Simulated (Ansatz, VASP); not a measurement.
**One calculation of Au, two programs**

Contents of POSCAR:

```
Au
1.0
   -1.7495245116      1.7495245116      1.4870958348
    1.7495245116     -1.7495245116      1.4870958348
    1.7495245116      1.7495245116     -1.4870958348
Au
1
Direct
    0.0000000000      0.0000000000      0.0000000000
```

Contents of INCAR.step1:

```
PREC = Accurate
ENCUT = 520
ISMEAR = 0
SIGMA = 0.15
LREAL = F
LASPH = T
NELM = 80
NBANDS = 12
GGA = PE
ALGO = Normal
EDIFF = 1E-4
LWAVE = T
LCHARG = F
```

The input INCAR.step2:

```
PREC = Accurate
ENCUT = 520
EDIFF = 1E-7
ISMEAR = 0
SIGMA = 0.15
LREAL = F
LASPH = T
NELM = 80
ALGO = Normal
ISIF = 2
LWAVE = F
LCHARG = F
METAGGA = R2SCAN
LMIXTAU = T
NBANDS = 12
ISTART = 1
```

File KPOINTS:

```
Automatic mesh
0
Gamma
  22 22 22
```

Input for Ansatz:

```yaml
crystal:
  lattice:
    - [-1.7495245116, 1.7495245116, 1.4870958348]
    - [1.7495245116, -1.7495245116, 1.4870958348]
    - [1.7495245116, 1.7495245116, -1.4870958348]
  atoms:
    - { symbol: Au, position: [0.0, 0.0, 0.0] }
basis:
  ecutwfc: 500
kpoints:
  mp_grid: { grid: [22, 22, 22] }
hamiltonian:
  xc: r2scan
scf:
  occupations: { method: gaussian, width: 0.15 }
output:
  forces: true
  stress: true
  eigenvalues: true
  write_density: true
  write_potential: true
  elf: true
  volumetric_format: npy
```

Alike in both runs: task single point; functional r2SCAN; k mesh 22 × 22 × 22; occupations gaussian, width 0.15 eV; no spin polarisation.

|  | VASP | Ansatz |
| --- | --- | --- |
| version | VASP 6.6.1 | Ansatz 0.2.0 |
| potentials or method | VASP PAW PBE potentials, release 64 (Au), cutoff 520 eV | scalar-relativistic, plane waves, PAW |
| valence electrons in the cell | 11 | 19 |

VASP gave:

| Property | Result |
| --- | --- |
| gap on the k mesh at the Fermi level (eV) | none |
| pressure (GPa) | -3.9 |
| traceless stress, the component that is largest in VASP (GPa) | -0.82 |

Q: Which values does Ansatz return?

A: gap on the k mesh at the Fermi level (eV): none; pressure (GPa): -4.2; traceless stress, the component that is largest in VASP (GPa): -0.82.

VASP's potentials were made for PBE, not for r2SCAN. A gap of «none» marks a metal or a gap that the smearing closes. The functional is the same, so the differences come from potentials, cutoffs and numerics. VASP's potentials hold 11 valence electrons a cell and Ansatz's 19, so a difference there can come from the potentials and not from the codes.

Neither program's run includes spin-orbit coupling.
